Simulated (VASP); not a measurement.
A run of VASP 6.6.1 is set up as follows.

The input INCAR:

```
PREC = Accurate
ENCUT = 520
EDIFF = 1E-6
ISMEAR = 0
SIGMA = 0.05
LREAL = F
LASPH = T
NELM = 80
ALGO = Normal
ISIF = 2
LWAVE = F
LCHARG = F
GGA = PS
NBANDS = 14
```

KPOINTS

```
regular mesh
0
Gamma
  12 12 12
```

The input POSCAR:

```
MgO2
1.0
    1.5405705754      0.8894488364      3.4939788749
   -1.5405705754      0.8894488364      3.4939788749
    0.0000000000     -1.7788976728      3.4939788749
Mg O
1 2
Direct
    0.0000000000      0.0000000000      0.0000000000
    0.4287860000      0.4287860000      0.4287860000
    0.5712140000      0.5712140000      0.5712140000
```

Potentials or basis: VASP PAW PBE potentials, release 64 (Mg, O).

Launch:

```bash
$ cat potpaw_PBE.64/Mg/POTCAR potpaw_PBE.64/O/POTCAR > POTCAR
$ mpirun -np 1 vasp_std > vasp.out
```

Problem. What does it give for the largest force?

Solution. 0.690 eV/Å.

Problem. Estimate the band gap on the k mesh.

Solution. 2.07 eV, direct.

Problem. Predict the pressure.

Solution. 4.3 GPa.

Forces in eV/Å, atoms in the order of the input:
```
Mg   0.000  0.000  0.000
O    0.000  0.000  0.690
O    0.000  0.000 -0.690
```

Caveat: the cell differs from its parent crystal (strain -0.040 along x and y, +0.000 along z); the PAW data sets were made with another functional, which shifts forces and pressure a little. A k mesh can miss the band edges.
